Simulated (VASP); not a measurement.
Wanted: the native input for a VASP 6.6.1 run.

```
Task                   : single point
Functional             : PBE
Potentials or basis    : VASP PAW PBE potentials, release 64 (Hf_pv, O)
Cutoff                 : 520 eV
k mesh                 : 6 × 4 × 6
Occupations            : gaussian, width 0.02 eV
Spin                   : no spin polarisation
Dipole correction      : no
Further INCAR settings : ALGO = Normal; EDIFF = 1e-06; NBANDS = 56
```

The structure of HfO2 lies in POSCAR:

```
HfO2
1.0
   -4.0194223563     -4.0194223563      0.0000000000
   -4.0194223563      4.0194223563      0.0000000000
    2.0097111781      2.0097111781     -5.3212988190
Hf O
4 8
Direct
    0.5000000000      0.5000000000      0.0000000000
    0.0000000000      0.0000000000      0.0000000000
    0.0000000000      0.7500000000      0.5000000000
    0.5000000000      0.2500000000      0.5000000000
    0.7982768230      0.7500000000      0.0965536461
    0.2982768230      0.2500000000      0.0965536461
    0.2982768231      0.5000000000      0.5965536461
    0.7982768230      0.0000000000      0.5965536461
    0.2017231769      0.7500000000      0.9034463539
    0.7017231769      0.2500000000      0.9034463539
    0.7017231769      0.5000000000      0.4034463539
    0.2017231769      0.0000000000      0.4034463539
```

One way to write it, as run:

INCAR

```
PREC = Accurate
ENCUT = 520
EDIFF = 1E-6
ISMEAR = 0
SIGMA = 0.02
LREAL = F
LASPH = T
NELM = 80
ALGO = Normal
ISIF = 2
LWAVE = F
LCHARG = F
GGA = PE
NBANDS = 56
```

KPOINTS

```
Automatic mesh
0
Gamma
  6 4 6
```

Potentials or basis: VASP PAW PBE potentials, release 64 (Hf_pv, O).

Launch:

```console
$ cat potpaw_PBE.64/Hf_pv/POTCAR potpaw_PBE.64/O/POTCAR > POTCAR
$ mpirun -np 1 vasp_std > vasp.out
```

Results of the run:

```yaml
Pressure: -2.4 GPa
Largest_force: 0.046 eV/Å
Band_gap_on_the_k_mesh: 4.42 eV
```

Caveat: spin-orbit coupling is left out, which moves the levels of the heavy elements.

Wall time 11 min on 1 thread of Intel Xeon 8259CL, on a shared host, peak memory 0.44 GiB.
